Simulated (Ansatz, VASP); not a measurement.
# Two plane-wave programs on AlO5

```
Al O
1.0
     2.63250    1.51988    2.37361
    -2.63250    1.51988    2.37361
     0.00000   -3.03975    2.37361
Al O
1 5
Cartesian
  0.0000 0.0000 3.5604
  0.0000 1.5199 2.3736
  -1.3163 -0.7599 2.3736
  1.3163 -0.7599 2.3736
  0.0000 0.0000 5.7346
  0.0000 0.0000 1.3862
```

Alike in both runs: functional PBE; k mesh 6 × 6 × 6; occupations gaussian, width 0.1 eV; no spin polarisation.

Ansatz relaxed the structure, and its values are those at the end. VASP's run is a single point on that final structure, the one shown.

|  | VASP | Ansatz |
| --- | --- | --- |
| version | VASP 6.6.1 | Ansatz 0.2.0 |
| potentials or method | VASP PAW PBE potentials, release 64 (Al, O), cutoff 520 eV | scalar-relativistic, plane waves, PAW |
| valence electrons in the cell | 33 | 33 |

```tsv
	VASP	Ansatz	Ansatz less VASP
gap on the k mesh at the Fermi level (eV)	none	none	-
pressure (GPa)	-0.1	0.0	+0.11
rms of the force components (eV/Å)	0.014	0.001	-0.0132
```

A gap of «none» marks a metal or a gap that the smearing closes.
